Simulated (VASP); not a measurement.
# GaN (F-43m) in VASP: further runs

GaN is run at these levels: PBE; tasks: single point.

Program: VASP 6.6.1. These are calculated values, not measurements. Logs are shortened: lines on timing, memory, paths and dates and some standing lists are left out, and cuts for length are marked.

**1. The cell of the first run**

The structure is cubic, space group F-43m (No. 216). The conventional cell has a = 4.456 Å, b = 4.456 Å, c = 4.456 Å, α = 90.00°, β = 90.00°, γ = 90.00°. Ga (site symmetry -43m) has 4 N at 1.93 Å within 2.6 Å. Within 2.6 Å of N (site symmetry -43m) lie 4 Ga at 1.93 Å.

**2. Single point, PBE (volume changed by -6%)**

Contents of INCAR:

```
PREC = Accurate ; ENCUT = 520
EDIFF = 1E-6 ; ISMEAR = 0
SIGMA = 0.01 ; LREAL = F
LASPH = T ; NELM = 80
ALGO = Normal ; ISIF = 2
LWAVE = F ; LCHARG = T
GGA = PE ; LELF = T
LVHAR = T ; NBANDS = 16
```

Contents of KPOINTS:

```
regular mesh
0
Gamma
  8 8 8
```

Contents of POSCAR:

```
GaN
1.0
    0.0000000000      2.2277540246      2.2277540246
    2.2277540246      0.0000000000      2.2277540246
    2.2277540246      2.2277540246      0.0000000000
Ga N
1 1
Direct
    0.0000000000      0.0000000000      0.0000000000
    0.2500000000      0.2500000000      0.2500000000
```

Potentials or basis: VASP PAW PBE potentials, release 64 (Ga_d, N).

Started as:

```sh
$ cat potpaw_PBE.64/Ga_d/POTCAR potpaw_PBE.64/N/POTCAR > POTCAR
$ mpirun -np 1 vasp_std > vasp.out
```

OUTCAR:

```text
PREC = Accurate
   ENCUT = 520
   EDIFF = 1E-6
   ISMEAR = 0
   LREAL = F
   LASPH = T
   NELM = 80
   ISIF = 2
   GGA = PE

 ion  position               nearest neighbor table
   1  0.000  0.000  0.000-   2 1.93   2 1.93   2 1.93   2 1.93
   2  0.250  0.250  0.250-   1 1.93   1 1.93   1 1.93   1 1.93

  LATTYP: Found a face centered cubic cell.
 ALAT       =     4.4555080492

  Lattice vectors:

 A1 = (   0.0000000000,   2.2277540246,   2.2277540246)
 A2 = (   2.2277540246,   0.0000000000,   2.2277540246)
 A3 = (   2.2277540246,   2.2277540246,   0.0000000000)

Analysis of symmetry for initial positions (statically):
=====================================================================
 Subroutine PRICEL returns:
 Original cell was already a primitive cell.

 Routine SETGRP: Setting up the symmetry group for a
 face centered cubic supercell.

 Subroutine GETGRP returns: Found 24 space group operations
 (whereof 24 operations were pure point group operations)
 out of a pool of 48 trial point group operations.

The static configuration has the point symmetry T_d .

Analysis of symmetry for dynamics (positions and initial velocities):
=====================================================================
 Subroutine PRICEL returns:
 Original cell was already a primitive cell.

 Routine SETGRP: Setting up the symmetry group for a
 face centered cubic supercell.

 Subroutine GETGRP returns: Found 24 space group operations
 (whereof 24 operations were pure point group operations)
 out of a pool of 48 trial point group operations.

The dynamic configuration has the point symmetry T_d .

 Subroutine INISYM returns: Found 24 space group operations
 (whereof 24 operations are pure point group operations),
 and found     1 'primitive' translations

----------------------------------------------------------------------------------------

                                     Primitive cell

  volume of cell :      22.1122

  direct lattice vectors                    reciprocal lattice vectors
     0.000000000  2.227754025  2.227754025    -0.224441296  0.224441296  0.224441296
     2.227754025  0.000000000  2.227754025     0.224441296 -0.224441296  0.224441296
     2.227754025  2.227754025  0.000000000     0.224441296  0.224441296 -0.224441296

  length of vectors
     3.150519955  3.150519955  3.150519955     0.388743728  0.388743728  0.388743728

  position of ions in fractional coordinates (direct lattice)
     0.000000000  0.000000000  0.000000000
     0.250000000  0.250000000  0.250000000

  ion indices of the primitive-cell ions
   primitive index   ion index
                 1           1
                 2           2

----------------------------------------------------------------------------------------

 KPOINTS: regular mesh

Automatic generation of k-mesh.
 Grid dimensions read from file:
 generate k-points for:    8    8    8

 Generating k-lattice:

  Cartesian coordinates                     Fractional coordinates (reciprocal lattice)
    -0.028055162  0.028055162  0.028055162     0.125000000  0.000000000  0.000000000
     0.028055162 -0.028055162  0.028055162     0.000000000  0.125000000  0.000000000
     0.028055162  0.028055162 -0.028055162     0.000000000  0.000000000  0.125000000

  Length of vectors
     0.048592966  0.048592966  0.048592966

  Shift w.r.t. Gamma in fractional coordinates (k-lattice)
     0.000000000  0.000000000  0.000000000

 Subroutine IBZKPT returns following result:
 ===========================================

 Found     29 irreducible k-points:

 Following reciprocal coordinates:
            Coordinates               Weight
  0.000000  0.000000  0.000000      1.000000
  0.125000  0.000000  0.000000      8.000000
  0.250000  0.000000  0.000000      8.000000
  0.375000  0.000000  0.000000      8.000000
  0.500000  0.000000  0.000000      4.000000
  0.125000  0.125000  0.000000      6.000000
[... 16 lines left out ...]
  0.500000  0.250000  0.125000     48.000000
 -0.375000  0.250000  0.125000     24.000000
 [... further k-points ...]
   k-points           NKPTS =     29   k-points in BZ     NKDIM =     29   number of bands    NBANDS=     16
   number of dos      NEDOS =    301   number of ions     NIONS =      2
   total plane-waves  NPLWV =  13824
   dimension x,y,z NGX =    24 NGY =   24 NGZ =   24
   dimension x,y,z NGXF=    48 NGYF=   48 NGZF=   48
   ions per type =               1   1
   NGX,Y,Z   is equivalent  to a cutoff of  12.66, 12.66, 12.66 a.u.
   NGXF,Y,Z  is equivalent  to a cutoff of  25.33, 25.33, 25.33 a.u.
 SYSTEM =  unknown system
   PREC   = accura    normal or accurate (medium, high low for compatibility)
   ISTART =      0    job   : 0-new  1-cont  2-samecut
   ICHARG =      2    charge: 1-file 2-atom 10-const
   ISPIN  =      1    spin polarized calculation?
   LNONCOLLINEAR =      F non collinear calculations
   LSORBIT =      F    spin-orbit coupling
   LASPH  =      T    aspherical Exc in radial PAW
   ENCUT  =  520.0 eV  38.22 Ry    6.18 a.u.   5.86  5.86  5.86*2*pi/ulx,y,z
   NELM   =     80;   NELMIN=  2; NELMDL= -5     # of ELM steps
   EDIFF  = 0.1E-05   stopping-criterion for ELM
   LREAL  =      F    real-space projection
   EDIFFG = 0.1E-04   stopping-criterion for IOM
   NSW    =      0    number of steps for IOM
   IBRION =     -1    ionic relax: 0-MD 1-quasi-New 2-CG
   NFREE  =      0    steps in history (QN), initial steepest desc. (CG)
   ISIF   =      2    stress and relaxation
   ISYM   =      2    0-nonsym 1-usesym 2-fastsym
   POTIM  = 0.5000    time-step for ionic-motion
   TEBEG  =    0.0;   TEEND  =   0.0 temperature during run
   PSTRESS=    0.0 pullay stress
   NELECT =      18.0000    total number of electrons
   NUPDOWN=      -1.0000    fix difference up-down
   EMIN   =  10.00;   EMAX   =-10.00  energy-range for DOS
   EFERMI =   0.00;   METHOD = LEGACY
   ISMEAR =     0;   SIGMA  =   0.01  broadening in eV -4-tet -1-fermi 0-gaus
   EFERMI_NEDOS =   21; number of points for ismear=-14 and -15
   IALGO  =     38    algorithm
   IMIX   =      4    mixing-type and parameters
     AMIX     =   0.40;   BMIX     =  1.00
     AMIX_MAG =   1.60;   BMIX_MAG =  1.00
  volume/ion in A,a.u.               =      11.06        74.61
  Fermi-wavevector in a.u.,A,eV,Ry     =   1.528581  2.888599 31.790823  2.336560
  Thomas-Fermi vector in A             =   2.636320
   LORBIT       =      0    0 simple, 1 ext, 2 COOP (PROOUT), +10 PAW based schemes
   GGA     = PE    functional components
   LHFCALC =     F    Hartree Fock is set to
   AEXX    =    0.0000 exact exchange contribution
   IVDW    =     0    specifies the selected vdW correction
   LEPSILON=     F    determine dielectric tensor
   LRPA    =     F    only Hartree local field effects (RPA)
 non-spin polarized calculation
 Gauss-broadening in eV      SIGMA  =   0.01
  energy-cutoff  :      520.00
  volume of cell :       22.11
 maximum number of plane-waves:       609
   NGX = 11   NGY = 11   NGZ = 11

 number of electron      18.0000016 magnetization

 Free energy of the ion-electron system (eV)
  ---------------------------------------------------
  ext. energy  EPLUGINS =         0.00000000
  ---------------------------------------------------
  free energy    TOTEN  =       -12.10104915 eV

  energy without entropy =      -12.10104915  energy(sigma->0) =      -12.10104915

 E-fermi :   5.7087     XC(G=0): -11.8525

 val. band max:        5.6640785562   @ k =   0.0000   0.0000   0.0000
 cond. band min:       7.6110720936   @ k =   0.0000   0.0000   0.0000
 fundamental gap:      1.9469935374
 Fermi energy:         5.7086585973

 k-point     1 :       0.0000    0.0000    0.0000
  band No.  band energies     occupation
      1     -10.5709      2.00000
      2      -7.8114      2.00000
      3      -7.8114      2.00000
      4      -7.8114      2.00000
      5      -7.4551      2.00000
      6      -7.4551      2.00000
[... 8 lines left out ...]
     15      24.7824      0.00000
     16      24.7824      0.00000

 k-point     2 :       0.1250    0.0000    0.0000
  band No.  band energies     occupation
      1     -10.3901      2.00000
      2      -7.7887      2.00000
      3      -7.7887      2.00000
      4      -7.7510      2.00000
      5      -7.4570      2.00000
      6      -7.4570      2.00000
[... 8 lines left out ...]
     15      23.1554      0.00000
     16      23.2194      0.00000

 k-point     3 :       0.2500    0.0000    0.0000
  band No.  band energies     occupation
      1      -9.9770      2.00000
      2      -7.7440      2.00000
      3      -7.7440      2.00000
      4      -7.4589      2.00000
      5      -7.4501      2.00000
      6      -7.4501      2.00000
[... 8 lines left out ...]
     15      22.7789      0.00000
     16      22.7789      0.00000

 k-point     4 :       0.3750    0.0000    0.0000
  band No.  band energies     occupation
      1      -9.6484      2.00000
      2      -7.7187      2.00000
      3      -7.7187      2.00000
      4      -7.4218      2.00000
      5      -7.4218      2.00000
      6      -6.7613      2.00000
[... 8 lines left out ...]
     15      24.2722      0.00000
     16      24.2722      0.00000
[... 324 lines left out ...]
 k-point    22 :       0.3750    0.2500    0.1250
  band No.  band energies     occupation
      1      -9.7132      2.00000
      2      -7.6977      2.00000
      3      -7.6758      2.00000
      4      -7.5516      2.00000
      5      -7.4257      2.00000
      6      -7.0924      2.00000
[... 8 lines left out ...]
     15      25.1310      0.00000
     16      27.4687      0.00000

 k-point    23 :       0.5000    0.2500    0.1250
  band No.  band energies     occupation
      1      -9.5004      2.00000
      2      -7.6906      2.00000
      3      -7.6415      2.00000
      4      -7.5097      2.00000
      5      -7.4177      2.00000
      6      -6.3779      2.00000
[... 8 lines left out ...]
     15      25.2550      0.00000
     16      27.2414      0.00000

 k-point    24 :      -0.3750    0.2500    0.1250
  band No.  band energies     occupation
      1      -9.4358      2.00000
      2      -7.6969      2.00000
      3      -7.6280      2.00000
      4      -7.4789      2.00000
      5      -7.4193      2.00000
      6      -5.8888      2.00000
[... 8 lines left out ...]
     15      24.8021      0.00000
     16      27.1710      0.00000

 [... further k-points ...]

------------------------ aborting loop because EDIFF is reached ----------------------------------------

  FORCE on cell =-STRESS in cart. coord.  units (eV):
  Direction    XX          YY          ZZ          XY          YZ          ZX
  --------------------------------------------------------------------------------------
  -------------------------------------------------------------------------------------
  Total        1.6888158      1.6888158      1.6888158      0.0000000      0.0000000     -0.0000000
  in kB      122.3661148    122.3661148    122.3661148      0.0000000      0.0000000     -0.0000000
  external PRESSURE =     122.3661148 kB  Pullay stress =       0.0000000 kB

 VOLUME and BASIS-vectors are now :
 -----------------------------------------------------------------------------
  energy-cutoff  :      520.00
  volume of cell :       22.11
      direct lattice vectors                 reciprocal lattice vectors
     0.000000000  2.227754025  2.227754025    -0.224441296  0.224441296  0.224441296
     2.227754025  0.000000000  2.227754025     0.224441296 -0.224441296  0.224441296
     2.227754025  2.227754025  0.000000000     0.224441296  0.224441296 -0.224441296

 POSITION                                       TOTAL-FORCE (eV/Angst)
 -----------------------------------------------------------------------------------
      0.00000      0.00000      0.00000        -0.000000     -0.000000      0.000000
      1.11388      1.11388      1.11388         0.000000      0.000000     -0.000000
 -----------------------------------------------------------------------------------
    total drift:                                0.000002      0.000002      0.000002

  FREE ENERGIE OF THE ION-ELECTRON SYSTEM (eV)
  ---------------------------------------------------
  free  energy   TOTEN  =       -12.1010491528 eV

  energy  without entropy=      -12.1010491528  energy(sigma->0) =      -12.10104915
```

Run time: 5.9 s. Hardware: 1 thread of Intel Xeon 6975P-C (Granite Rapids), shared host; peak memory 0.14 GiB.

What came out:

- Free energy: -12.1010 eV
- Pressure: 12.2 GPa
- Band gap on the k mesh: 1.95 eV, direct

Levels at points of the mesh, in eV from the valence-band top:
| k point | band 5 | band 6 | band 7 | band 8 | band 9 | band 10 | band 11 | band 12 | band 13 | band 14 |
| --- | --- | --- | --- | --- | --- | --- | --- | --- | --- | --- |
| (0.00, 0.00, 0.00) | -13.12 | -13.12 | 0.00 | 0.00 | 0.00 | 1.95 | 10.52 | 10.52 | 10.52 | 18.07 |
| (0.50, 0.00, 0.00) | -13.07 | -11.87 | -7.27 | -1.01 | -1.01 | 4.88 | 8.90 | 10.55 | 10.55 | 15.93 |
| (0.50, 0.50, 0.00) | -13.03 | -11.46 | -6.27 | -2.82 | -2.82 | 3.36 | 6.87 | 11.96 | 14.33 | 14.33 |

(Part 1 of 2 ends here.)
